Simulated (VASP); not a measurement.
A run of VASP 6.6.1 is set up as follows.

INCAR

```
  ALGO = Normal
  EDIFF = 1E-6
  ENCUT = 520
  GGA = PE
  ISIF = 2
  ISMEAR = 0
  LASPH = True
  LCHARG = True
  LELF = True
  LREAL = False
  LVHAR = True
  LWAVE = False
  NBANDS = 18
  NELM = 100
  PREC = Accurate
  SIGMA = 0.1
```

Contents of KPOINTS:

```
k-points
0
Gamma
  10 10 10
```

Contents of POSCAR:

```
Sb
1.0
   -3.1092376844      3.1092376844      3.1092376844
    3.1092376844     -3.1092376844      3.1092376844
    3.1092376844      3.1092376844     -3.1092376844
Sb
4
Direct
    0.4998990725      0.0000000000      0.0000000000
    0.0000000000      0.4998990725      0.0000000000
    0.0000000000      0.0000000000      0.4998990725
    0.5001009275      0.5001009275      0.5001009275
```

Potentials or basis: VASP PAW PBE potentials, release 64 (Sb).

Launch:

```sh
$ cat potpaw_PBE.64/Sb/POTCAR > POTCAR
$ mpirun -np 1 vasp_std > vasp.out
```

What does it give for the pressure?

0.0 GPa.

What does it give for the band gap on the k mesh?

Zero (band 10 reaches 8.31 eV, above the bottom of band 11 at 6.25 eV).

Caveat: spin-orbit coupling is left out, which moves the levels of the heavy elements.
